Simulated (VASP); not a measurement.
Input of a VASP 6.6.1 run:

File INCAR:

```
PREC = Accurate ; ENCUT = 520
EDIFF = 1E-6 ; ISMEAR = 0
SIGMA = 0.1 ; LREAL = F
LASPH = T ; NELM = 100
ALGO = Normal ; ISIF = 2
LWAVE = F ; LCHARG = F
GGA = CA ; NBANDS = 12
```

File KPOINTS:

```
regular mesh
0
Gamma
  15 15 15
```

The input POSCAR:

```
P
1.0
    1.7135766398      0.9893339343      2.9216477694
   -1.7135766398      0.9893339343      2.9216477694
    0.0000000000     -1.9786678686      2.9216477694
P
2
Direct
    0.2335351994      0.2335351994      0.2335351994
    0.7664648006      0.7664648006      0.7664648006
```

Potentials or basis: VASP PAW LDA potentials, release 64 (P).

Run with:

```bash
$ cat potpaw_LDA.64/P/POTCAR > POTCAR
$ mpirun -np 1 vasp_std > vasp.out
```

Problem. What does it give for the band gap on the k mesh?

Solution. Zero (band 5 reaches 10.56 eV, above the bottom of band 6 at 9.18 eV).

Problem. Estimate the largest force.

Solution. 0.038 eV/Å.

Stress tensor (GPa, compression positive):
```
-0.22  0.00  0.00
 0.00 -0.22  0.00
 0.00  0.00 -0.13
```
